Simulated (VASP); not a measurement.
# AlN (an interface model) in VASP: single point with PBE

Aim: the single point of AlN (an interface model) with PBE.

Everything below comes from runs of VASP 6.6.1. Logs are shortened: lines on timing, memory, paths and dates and some standing lists are left out, and cuts for length are marked.

### Step 1. The cell of the first run

The cell holds layers of an interface, 24 atoms: a = 3.114 Å, b = 4.403 Å, c = 18.681 Å, α = 90.00°, β = 90.00°, γ = 90.00°.

### Step 2. Single point, PBE

File INCAR:

```
  PREC = Accurate
  ENCUT = 520
  EDIFF = 1E-6
  ISMEAR = 0
  SIGMA = 0.05
  LREAL = False
  LASPH = True
  NELM = 120
  ALGO = Normal
  ISIF = 2
  LWAVE = False
  LCHARG = False
  GGA = PE
  NBANDS = 66
  GGA_COMPAT = False
```

File KPOINTS:

```
regular mesh
0
Gamma
  8 6 2
```

File POSCAR:

```
AlN
1.0
    3.1135143417      0.0000000000      0.0000000000
    0.0000000000      4.4031742087      0.0000000000
    0.0000000000      0.0000000000     18.6810860503
Al N
12 12
Direct
    0.0000000000      0.0000000000      0.0000000000
    0.5000000000      0.5000000000      0.0833333333
    0.0000000000      0.0000000000      0.1666666667
    0.5000000000      0.5000000000      0.2500000000
    0.0000000000      0.0000000000      0.3333333333
    0.5000000000      0.5000000000      0.4166666667
    0.5000000000      0.7500000000      0.5000000000
    1.0000000000      0.2500000000      0.5833333333
    0.5000000000      0.7500000000      0.6666666667
    1.0000000000      0.2500000000      0.7500000000
    0.5000000000      0.7500000000      0.8333333333
    1.0000000000      0.2500000000      0.9166666667
    1.0000000000      0.2500000000      0.0833333333
    0.5000000000      0.7500000000      0.1666666667
    1.0000000000      0.2500000000      0.2500000000
    0.5000000000      0.7500000000      0.3333333333
    1.0000000000      0.2500000000      0.4166666667
    0.0000000000      0.0000000000      0.5000000000
    0.5000000000      0.5000000000      0.5833333333
    0.0000000000      0.0000000000      0.6666666667
    0.5000000000      0.5000000000      0.7500000000
    0.0000000000      0.0000000000      0.8333333333
    0.5000000000      0.5000000000      0.9166666667
    0.5000000000      0.7500000000      0.0000000000
```

Potentials or basis: VASP PAW PBE potentials, release 64 (Al, N).

Launch:

```sh
$ cat potpaw_PBE.64/Al/POTCAR potpaw_PBE.64/N/POTCAR > POTCAR
$ mpirun -np 1 vasp_std > vasp.out
```

OUTCAR:

```text
PREC = Accurate
   ENCUT = 520
   EDIFF = 1E-6
   ISMEAR = 0
   LREAL = False
   LASPH = True
   NELM = 120
   ISIF = 2
   GGA = PE

 ion  position               nearest neighbor table
   1  0.000  0.000  0.000-  12 1.91  13 1.91  24 1.91  24 1.91   2 3.11   2 3.11   2 3.11   2 3.11
                             3 3.11
   2  0.500  0.500  0.083-  24 1.91  13 1.91  13 1.91  14 1.91   1 3.11   1 3.11   1 3.11   1 3.11
                             3 3.11   3 3.11   3 3.11   3 3.11   4 3.11
   3  0.000  0.000  0.167-  15 1.91  14 1.91  14 1.91  13 1.91   5 3.11   4 3.11   4 3.11   4 3.11
                             4 3.11   2 3.11   2 3.11   2 3.11   2 3.11   1 3.11
   4  0.500  0.500  0.250-  14 1.91  16 1.91  15 1.91  15 1.91   3 3.11   3 3.11   5 3.11   3 3.11
                             5 3.11   5 3.11   3 3.11   5 3.11   2 3.11   6 3.11
   5  0.000  0.000  0.333-  15 1.91  16 1.91  16 1.91  17 1.91   3 3.11   4 3.11   4 3.11   4 3.11
                             4 3.11   6 3.11   6 3.11   6 3.11   6 3.11
   6  0.500  0.500  0.417-   7 1.91  17 1.91  17 1.91  16 1.91   5 3.11   5 3.11   5 3.11   5 3.11
                             4 3.11
   7  0.500  0.750  0.500-   6 1.91  19 1.91  18 1.91  18 1.91   8 3.11   8 3.11   8 3.11   8 3.11
                             9 3.11
   8  0.000  0.250  0.583-  18 1.91  19 1.91  19 1.91  20 1.91   7 3.11   7 3.11   7 3.11   7 3.11
                             9 3.11   9 3.11   9 3.11   9 3.11  10 3.11
   9  0.500  0.750  0.667-  21 1.91  20 1.91  20 1.91  19 1.91  11 3.11  10 3.11  10 3.11  10 3.11
                            10 3.11   8 3.11   8 3.11   8 3.11   8 3.11   7 3.11
  10  0.000  0.250  0.750-  20 1.91  22 1.91  21 1.91  21 1.91   9 3.11   9 3.11  11 3.11   9 3.11
                            11 3.11  11 3.11   9 3.11  11 3.11   8 3.11  12 3.11
  11  0.500  0.750  0.833-  21 1.91  22 1.91  22 1.91  23 1.91   9 3.11  10 3.11  10 3.11  10 3.11
                            10 3.11  12 3.11  12 3.11  12 3.11  12 3.11
  12  0.000  0.250  0.917-   1 1.91  23 1.91  23 1.91  22 1.91  11 3.11  11 3.11  11 3.11  11 3.11
                            10 3.11
  13  0.000  0.250  0.083-   1 1.91   2 1.91   2 1.91   3 1.91
  14  0.500  0.750  0.167-   4 1.91   3 1.91   3 1.91   2 1.91
  15  0.000  0.250  0.250-   3 1.91   5 1.91   4 1.91   4 1.91
  16  0.500  0.750  0.333-   4 1.91   5 1.91   5 1.91   6 1.91
  17  0.000  0.250  0.417-   6 1.91   6 1.91   5 1.91
  18  0.000  0.000  0.500-   8 1.91   7 1.91   7 1.91
  19  0.500  0.500  0.583-   7 1.91   8 1.91   8 1.91   9 1.91
  20  0.000  0.000  0.667-  10 1.91   9 1.91   9 1.91   8 1.91
  21  0.500  0.500  0.750-   9 1.91  11 1.91  10 1.91  10 1.91
  22  0.000  0.000  0.833-  10 1.91  11 1.91  11 1.91  12 1.91
  23  0.500  0.500  0.917-  12 1.91  12 1.91  11 1.91
  24  0.500  0.750  0.000-   2 1.91   1 1.91   1 1.91

  LATTYP: Found a simple orthorhombic cell.
 ALAT       =     3.1135143417
 B/A-ratio  =     1.4142135624
 C/A-ratio  =     6.0000000000

  Lattice vectors:

 A1 = (   3.1135143417,   0.0000000000,   0.0000000000)
 A2 = (   0.0000000000,   4.4031742087,   0.0000000000)
 A3 = (   0.0000000000,   0.0000000000,  18.6810860503)

Analysis of symmetry for initial positions (statically):
=====================================================================
 Subroutine PRICEL returns:
 Original cell was already a primitive cell.

 Routine SETGRP: Setting up the symmetry group for a
 simple orthorhombic supercell.

 Subroutine GETGRP returns: Found  8 space group operations
 (whereof  2 operations were pure point group operations)
 out of a pool of  8 trial point group operations.

The static configuration has the point symmetry C_1h.
 The point group associated with its full space group is D_2h.

Analysis of symmetry for dynamics (positions and initial velocities):
=====================================================================
 Subroutine PRICEL returns:
 Original cell was already a primitive cell.

 Routine SETGRP: Setting up the symmetry group for a
 simple orthorhombic supercell.

 Subroutine GETGRP returns: Found  8 space group operations
 (whereof  2 operations were pure point group operations)
 out of a pool of  8 trial point group operations.

The dynamic configuration has the point symmetry C_1h.
 The point group associated with its full space group is D_2h.

 Subroutine INISYM returns: Found  8 space group operations
 (whereof  2 operations are pure point group operations),
 and found     1 'primitive' translations

----------------------------------------------------------------------------------------

                                     Primitive cell

  volume of cell :     256.1055

  direct lattice vectors                    reciprocal lattice vectors
     3.113514342  0.000000000  0.000000000     0.321180470  0.000000000  0.000000000
     0.000000000  4.403174209  0.000000000     0.000000000  0.227108888  0.000000000
     0.000000000  0.000000000 18.681086050     0.000000000  0.000000000  0.053530078

  length of vectors
     3.113514342  4.403174209 18.681086050     0.321180470  0.227108888  0.053530078

  position of ions in fractional coordinates (direct lattice)
     0.000000000  0.000000000  0.000000000
     0.500000000  0.500000000  0.083333333
     0.000000000  0.000000000  0.166666667
     0.500000000  0.500000000  0.250000000
     0.000000000  0.000000000  0.333333333
     0.500000000  0.500000000  0.416666667
[... 16 lines left out ...]
     0.500000000  0.500000000  0.916666667
     0.500000000  0.750000000  0.000000000

  ion indices of the primitive-cell ions
   primitive index   ion index
                 1           1
                 2           2
                 3           3
                 4           4
                 5           5
                 6           6
[... 16 lines left out ...]
                23          23
                24          24

----------------------------------------------------------------------------------------

 KPOINTS: regular mesh

Automatic generation of k-mesh.
 Grid dimensions read from file:
 generate k-points for:    8    6    2

 Generating k-lattice:

  Cartesian coordinates                     Fractional coordinates (reciprocal lattice)
     0.040147559  0.000000000  0.000000000     0.125000000  0.000000000  0.000000000
     0.000000000  0.037851481  0.000000000     0.000000000  0.166666667  0.000000000
     0.000000000  0.000000000  0.026765039     0.000000000  0.000000000  0.500000000

  Length of vectors
     0.040147559  0.037851481  0.026765039

  Shift w.r.t. Gamma in fractional coordinates (k-lattice)
     0.000000000  0.000000000  0.000000000

 Subroutine IBZKPT returns following result:
 ===========================================

 Found     40 irreducible k-points:

 Following reciprocal coordinates:
            Coordinates               Weight
  0.000000  0.000000  0.000000      1.000000
  0.125000  0.000000  0.000000      2.000000
  0.250000  0.000000  0.000000      2.000000
  0.375000  0.000000  0.000000      2.000000
  0.500000  0.000000  0.000000      1.000000
  0.000000  0.166667  0.000000      2.000000
[... 16 lines left out ...]
  0.250000  0.000000  0.500000      2.000000
  0.375000  0.000000  0.500000      2.000000
 [... further k-points ...]
   k-points           NKPTS =     40   k-points in BZ     NKDIM =     40   number of bands    NBANDS=     66
   number of dos      NEDOS =    301   number of ions     NIONS =     24
   total plane-waves  NPLWV = 120960
   dimension x,y,z NGX =    24 NGY =   36 NGZ =  140
   dimension x,y,z NGXF=    48 NGYF=   72 NGZF=  280
   ions per type =              12  12
   NGX,Y,Z   is equivalent  to a cutoff of  12.81, 13.59, 12.46 a.u.
   NGXF,Y,Z  is equivalent  to a cutoff of  25.63, 27.18, 24.92 a.u.
 SYSTEM =  unknown system
   PREC   = accura    normal or accurate (medium, high low for compatibility)
   ISTART =      0    job   : 0-new  1-cont  2-samecut
   ICHARG =      2    charge: 1-file 2-atom 10-const
   ISPIN  =      1    spin polarized calculation?
   LNONCOLLINEAR =      F non collinear calculations
   LSORBIT =      F    spin-orbit coupling
   LASPH  =      T    aspherical Exc in radial PAW
   ENCUT  =  520.0 eV  38.22 Ry    6.18 a.u.   5.79  8.19 34.73*2*pi/ulx,y,z
   NELM   =    120;   NELMIN=  2; NELMDL= -5     # of ELM steps
   EDIFF  = 0.1E-05   stopping-criterion for ELM
   LREAL  =      F    real-space projection
   EDIFFG = 0.1E-04   stopping-criterion for IOM
   NSW    =      0    number of steps for IOM
   IBRION =     -1    ionic relax: 0-MD 1-quasi-New 2-CG
   NFREE  =      0    steps in history (QN), initial steepest desc. (CG)
   ISIF   =      2    stress and relaxation
   ISYM   =      2    0-nonsym 1-usesym 2-fastsym
   POTIM  = 0.5000    time-step for ionic-motion
   TEBEG  =    0.0;   TEEND  =   0.0 temperature during run
   PSTRESS=    0.0 pullay stress
   NELECT =      96.0000    total number of electrons
   NUPDOWN=      -1.0000    fix difference up-down
   EMIN   =  10.00;   EMAX   =-10.00  energy-range for DOS
   EFERMI =   0.00;   METHOD = LEGACY
   ISMEAR =     0;   SIGMA  =   0.05  broadening in eV -4-tet -1-fermi 0-gaus
   EFERMI_NEDOS =   21; number of points for ismear=-14 and -15
   IALGO  =     38    algorithm
   IMIX   =      4    mixing-type and parameters
     AMIX     =   0.40;   BMIX     =  1.00
     AMIX_MAG =   1.60;   BMIX_MAG =  1.00
  volume/ion in A,a.u.               =      10.67        72.01
  Fermi-wavevector in a.u.,A,eV,Ry     =   1.180390  2.230614 18.957286  1.393321
  Thomas-Fermi vector in A             =   2.316684
   LORBIT       =      0    0 simple, 1 ext, 2 COOP (PROOUT), +10 PAW based schemes
   GGA     = PE    functional components
   LHFCALC =     F    Hartree Fock is set to
   AEXX    =    0.0000 exact exchange contribution
   IVDW    =     0    specifies the selected vdW correction
   LEPSILON=     F    determine dielectric tensor
   LRPA    =     F    only Hartree local field effects (RPA)
 non-spin polarized calculation
 Gauss-broadening in eV      SIGMA  =   0.05
  energy-cutoff  :      520.00
  volume of cell :      256.11
 maximum number of plane-waves:      6948
 NGX is ok and might be reduce to    24
   NGX = 11   NGY = 17   NGZ = 69

 number of electron      95.9999986 magnetization

 Free energy of the ion-electron system (eV)
  ---------------------------------------------------
  ext. energy  EPLUGINS =         0.00000000
  ---------------------------------------------------
  free energy    TOTEN  =      -161.08965871 eV

  energy without entropy =     -161.08835348  energy(sigma->0) =     -161.08900609

 E-fermi :   8.0476     XC(G=0): -10.8555

 val. band max:        8.0242285443   @ k =   0.2500   0.0000   0.0000
 cond. band min:       8.1563713146   @ k =   0.1250   0.0000   0.0000
 fundamental gap:      0.1321427703
 Fermi energy:         8.0476201735

 k-point     1 :       0.0000    0.0000    0.0000
  band No.  band energies     occupation
      1      -9.3615      2.00000
      2      -9.2059      2.00000
      3      -8.9664      2.00000
      4      -8.5080      2.00000
      5      -8.1931      2.00000
      6      -7.5826      2.00000
[... 52 lines left out ...]
     59      12.5176      0.00000
     60      13.0429      0.00000

 k-point     2 :       0.1250    0.0000    0.0000
  band No.  band energies     occupation
      1      -9.2282      2.00000
      2      -9.0847      2.00000
      3      -8.8228      2.00000
      4      -8.3945      2.00000
      5      -8.0646      2.00000
      6      -7.4976      2.00000
[... 1383 lines left out ...]
      4      -7.7484      2.00000
      5      -7.1181      2.00000
      6      -7.1181      2.00000
[... 52 lines left out ...]
     59      12.3110      0.00000
     60      12.3110      0.00000

 [... further k-points ...]

 [bands above 60 left out]

------------------------ aborting loop because EDIFF is reached ----------------------------------------

  FORCE on cell =-STRESS in cart. coord.  units (eV):
  Direction    XX          YY          ZZ          XY          YZ          ZX
  --------------------------------------------------------------------------------------
  -------------------------------------------------------------------------------------
  Total        9.6391602     21.6870971     31.2282340      0.0000000     -0.0000000      0.0000000
  in kB       60.3018898    135.6729122    195.3615748      0.0000000     -0.0000000      0.0000000
  external PRESSURE =     130.4454589 kB  Pullay stress =       0.0000000 kB

 VOLUME and BASIS-vectors are now :
 -----------------------------------------------------------------------------
  energy-cutoff  :      520.00
  volume of cell :      256.11
      direct lattice vectors                 reciprocal lattice vectors
     3.113514342  0.000000000  0.000000000     0.321180470  0.000000000  0.000000000
     0.000000000  4.403174209  0.000000000     0.000000000  0.227108888  0.000000000
     0.000000000  0.000000000 18.681086050     0.000000000  0.000000000  0.053530078

 POSITION                                       TOTAL-FORCE (eV/Angst)
 -----------------------------------------------------------------------------------
      0.00000      0.00000      0.00000         0.000000     -6.485358      8.579267
      1.55676      2.20159      1.55676         0.000000     -0.662883     -0.225832
      0.00000      0.00000      3.11351        -0.000000      0.033126     -0.048423
      1.55676      2.20159      4.67027         0.000000      0.033126      0.048423
      0.00000      0.00000      6.22703         0.000000     -0.662883      0.225832
      1.55676      2.20159      7.78379         0.000000     -6.485358     -8.579267
[... 16 lines left out ...]
      1.55676      2.20159     17.12433        -0.000000      2.197470      0.353664
      1.55676      3.30238      0.00000         0.000000     -2.197470     -0.353664
 -----------------------------------------------------------------------------------
    total drift:                                0.000000      0.000000     -0.000017

  FREE ENERGIE OF THE ION-ELECTRON SYSTEM (eV)
  ---------------------------------------------------
  free  energy   TOTEN  =      -161.0896587095 eV

  energy  without entropy=     -161.0883534805  energy(sigma->0) =     -161.08900609
```

Wall time 9 min (1 thread of Intel Xeon 6975P-C (Granite Rapids), shared host); peak memory 0.63 GiB.

Results:

```yaml
Free_energy: -161.0897 eV
Pressure: 13.0 GPa
Largest_force: 10.755 eV/Å
Band_gap_on_the_k_mesh: zero (bands 48 and 49 overlap by 0.04 eV)
```

Forces in eV/Å, atoms in the order of the input:
```
Al   0.000 -6.485  8.579
Al   0.000 -0.663 -0.226
Al   0.000  0.033 -0.048
Al   0.000  0.033  0.048
Al   0.000 -0.663  0.226
Al   0.000 -6.485 -8.579
Al   0.000  6.485  8.579
Al   0.000  0.663 -0.226
Al   0.000 -0.033 -0.048
Al   0.000 -0.033  0.048
Al   0.000  0.663  0.226
Al   0.000  6.485 -8.579
N    0.000 -0.200  1.025
N    0.000  0.073 -0.250
N    0.000  0.073  0.250
N    0.000 -0.200 -1.025
N    0.000 -2.197  0.354
N    0.000  2.197 -0.354
N    0.000  0.200  1.025
N    0.000 -0.073 -0.250
N    0.000 -0.073  0.250
N    0.000  0.200 -1.025
N    0.000  2.197  0.354
N    0.000 -2.197 -0.354
```
